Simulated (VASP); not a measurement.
Here is a VASP 6.6.1 calculation.

INCAR

```
SYSTEM = InGa3P2
ALGO = Normal
EDIFF = 1E-7
ENCUT = 520
GGA = PE
ISIF = 2
ISMEAR = 0
LASPH = .TRUE.
LCHARG = .FALSE.
LREAL = .FALSE.
LWAVE = .FALSE.
NBANDS = 40
NELM = 80
PREC = Accurate
SIGMA = 0.1
```

File KPOINTS:

```
k-points
0
G
  6 6 10
  0 0 0
```

Contents of POSCAR:

```
InGa3P2
1.0
    6.3725824820      0.0000000000      0.0000000000
   -3.1862912410      5.5188183171      0.0000000000
    0.0000000000      0.0000000000      3.5905390704
In Ga P
1 3 2
Direct
    0.0000000000      0.0000000000      0.0000000000
    0.0000000000      0.5000000000      0.5000000000
    0.5000000000      0.5000000000      0.5000000000
    0.5000000000      0.0000000000      0.5000000000
    0.6666666667      0.3333333333      0.0000000000
    0.3333333333      0.6666666667      0.0000000000
```

Potentials or basis: VASP PAW PBE potentials, release 64 (In_d, Ga_d, P).

Launch:

```bash
$ cat potpaw_PBE.64/In_d/POTCAR potpaw_PBE.64/Ga_d/POTCAR potpaw_PBE.64/P/POTCAR > POTCAR
$ mpirun -np 1 vasp_std > vasp.out
```

(1) Predict the pressure.

(2) Estimate the band gap on the k mesh.

Answers

(1) 0.1 GPa.

(2) zero (bands 31 and 32 overlap by 2.31 eV).

Caveat: spin-orbit coupling is left out, which moves the levels of the heavy elements.
